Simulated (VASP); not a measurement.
Input of a VASP 6.6.1 run:

Contents of INCAR:

```
ALGO = Normal ; EDIFF = 1E-6
ENCUT = 520 ; GGA = PE
ISIF = 2 ; ISMEAR = 0
LASPH = T ; LCHARG = F
LREAL = F ; LWAVE = F
NBANDS = 24 ; NELM = 80
PREC = Accurate ; SIGMA = 0.1
```

The input KPOINTS:

```
k-points
0
Gamma
  6 6 6
```

File POSCAR:

```
PtF3
1.0
    3.5824116790      0.0000000000      0.0000000000
    0.0000000000      3.5824116790      0.0000000000
    0.0000000000      0.0000000000      3.5824116790
Pt F
1 3
Direct
    0.0000000000      0.0000000000      0.0000000000
    0.0000000000      0.5000000000      0.5000000000
    0.5000000000      0.0000000000      0.5000000000
    0.5000000000      0.5000000000      0.0000000000
```

Potentials or basis: VASP PAW PBE potentials, release 64 (Pt, F).

Run with:

```console
$ cat potpaw_PBE.64/Pt/POTCAR potpaw_PBE.64/F/POTCAR > POTCAR
$ mpirun -np 1 vasp_std > vasp.out
```

(1) What does it give for the pressure?

Results:

(1) -10.8 GPa.

Caveat: an odd number of electrons without spin polarisation forces a metal; a magnetic or distorted state may lie lower.
